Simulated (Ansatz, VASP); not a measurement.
Pb in VASP and in Ansatz

INCAR

```
SYSTEM = Pb
PREC = Accurate
ENCUT = 520
EDIFF = 1E-6
ISMEAR = 0
SIGMA = 0.15
LREAL = .FALSE.
LASPH = .TRUE.
NELM = 80
ALGO = Fast
ISIF = 2
LWAVE = .FALSE.
LCHARG = .FALSE.
GGA = PE
NBANDS = 13
```

Contents of KPOINTS:

```
Automatic mesh
0
G
  16 16 16
  0 0 0
```

File POSCAR:

```
Pb
1.0
    0.0000000000      2.5932900000      2.5315450000
    2.5932900000      0.0000000000      2.5315450000
    2.5932900000      2.5932900000      0.0000000000
Pb
1
Direct
    0.0000000000      0.0000000000      0.0000000000
```

Input for Ansatz:

```yaml
crystal:
  lattice:
    - [0.0, 2.59329, 2.531545]
    - [2.59329, 0.0, 2.531545]
    - [2.59329, 2.59329, 0.0]
  atoms:
    - { symbol: Pb, position: [0.0, 0.0, 0.0] }
basis:
  ecutwfc: 420
kpoints:
  mp_grid: { grid: [16, 16, 16] }
hamiltonian:
  xc: pbe
scf:
  occupations: { method: gaussian, width: 0.15 }
output:
  forces: true
  stress: true
  eigenvalues: true
```

Change from the starting cell: strain +0.050 along x and y, +0.025 along z, atoms carried along.

Alike in both runs: task single point; functional PBE; k mesh 16 × 16 × 16; occupations gaussian, width 0.15 eV; no spin polarisation.

|  | VASP | Ansatz |
| --- | --- | --- |
| version | VASP 6.6.1 | Ansatz 0.2.0 |
| potentials or method | VASP PAW PBE potentials, release 64 (Pb_d), cutoff 520 eV | scalar-relativistic, plane waves, PAW |
| valence electrons in the cell | 14 | 14 |

VASP gave:

```
gap on the k mesh at the Fermi level (eV)                     : none
pressure (GPa)                                                : -2.2
traceless stress, the component that is largest in VASP (GPa) : 0.22
```

Which values does Ansatz return?

gap on the k mesh at the Fermi level (eV): none; pressure (GPa): -2.2; traceless stress, the component that is largest in VASP (GPa): 0.21.

A gap of «none» marks a metal or a gap that the smearing closes.

Spin-orbit coupling is off throughout.
